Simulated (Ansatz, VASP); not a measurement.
# LiMgBN2 in VASP and in Ansatz

```
Li Mg B N
1.0
    -1.88958    1.88958    4.42412
     1.88958   -1.88958    4.42412
     1.88958    1.88958   -4.42412
Li Mg B N
1 1 1 2
Direct
  0.25000 0.75000 0.50000
  0.75000 0.25000 0.50000
  0.50000 0.50000 0.00000
  0.65174 0.65174 0.00000
  0.34826 0.34826 0.00000
```

Alike in both runs: functional PBEsol; k mesh 10 × 10 × 10; occupations gaussian, width 0.02 eV; no spin polarisation.

Ansatz relaxed the structure, and its values are those at the end. VASP's run is a single point on that final structure, the one shown.

|  | VASP | Ansatz |
| --- | --- | --- |
| version | VASP 6.6.1 | Ansatz 0.2.0 |
| potentials or method | VASP PAW PBE potentials, release 64 (Li_sv, Mg, B, N), cutoff 520 eV | scalar-relativistic, plane waves, PAW |
| valence electrons in the cell | 18 | 26 |

|  | VASP | Ansatz | Ansatz less VASP |
| --- | --- | --- | --- |
| gap on the k mesh at the Fermi level (eV) | 2.53 | 2.53 | +0.002 |
| least direct gap on the mesh (eV) | 3.44 | 3.45 | +0.008 |
| rms of the force components (eV/Å) | 0.005 | 0.000 | -0.0051 |

VASP's potentials were made for PBE, not for PBEsol. VASP's potentials hold 18 valence electrons a cell and Ansatz's 26, so a difference there can come from the potentials and not from the codes.

Noted on VASP's run: the cutoff is under 1.25 times that of the potentials, so the pressure is a little rough.
